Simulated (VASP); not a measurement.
Wanted: the native input for a VASP 6.6.1 run.

| Property | Result |
| --- | --- |
| Task | single point |
| Functional | PBE |
| Potentials or basis | VASP PAW PBE potentials, release 64 (Ag, Sc_sv, Te) |
| Cutoff | 520 eV |
| k mesh | 6 × 6 × 6 |
| Occupations | gaussian, width 0.01 eV |
| Spin | no spin polarisation |
| Dipole correction | no |
| Further INCAR settings | ALGO = Normal; EDIFF = 1e-07; NBANDS = 25 |

The structure of ScAgTe2 lies in POSCAR:

```
ScAgTe2
1.0
    2.1330674556      1.2315270697      7.0813868602
   -2.1330674556      1.2315270697      7.0813868602
    0.0000000000     -2.4630541394      7.0813868602
Ag Sc Te
1 1 2
Direct
    1.0000000000      0.0000000000      0.0000000000
    0.5000000000      0.5000000000      0.5000000000
    0.2467595872      0.2467595872      0.2467595872
    0.7532404128      0.7532404128      0.7532404128
```

This cell differs from its parent crystal: volume changed by +3%.

One way to write it, as run:

INCAR

```
SYSTEM = ScAgTe2
PREC = Accurate
ENCUT = 520
EDIFF = 1E-7
ISMEAR = 0
SIGMA = 0.01
LREAL = .FALSE.
LASPH = .TRUE.
NELM = 60
ALGO = Normal
ISIF = 2
LWAVE = .FALSE.
LCHARG = .TRUE.
GGA = PE
LELF = .TRUE.
LVHAR = .TRUE.
NBANDS = 25
```

KPOINTS

```
regular mesh
0
G
  6 6 6
  0 0 0
```

Potentials or basis: VASP PAW PBE potentials, release 64 (Ag, Sc_sv, Te).

Launch:

```sh
$ cat potpaw_PBE.64/Ag/POTCAR potpaw_PBE.64/Sc_sv/POTCAR potpaw_PBE.64/Te/POTCAR > POTCAR
$ mpirun -np 1 vasp_std > vasp.out
```

Results of the run:

```
Pressure               : -1.5 GPa
Largest force          : 0.067 eV/Å
Band gap on the k mesh : 0.36 eV, indirect (least direct gap 0.87 eV)
```

Caveat: spin-orbit coupling is left out, which moves the levels of the heavy elements.

It took 2.7 min on 1 thread of Intel(R) Xeon(R) 6975P-C (Granite Rapids), on a shared host, peak memory 0.46 GiB.
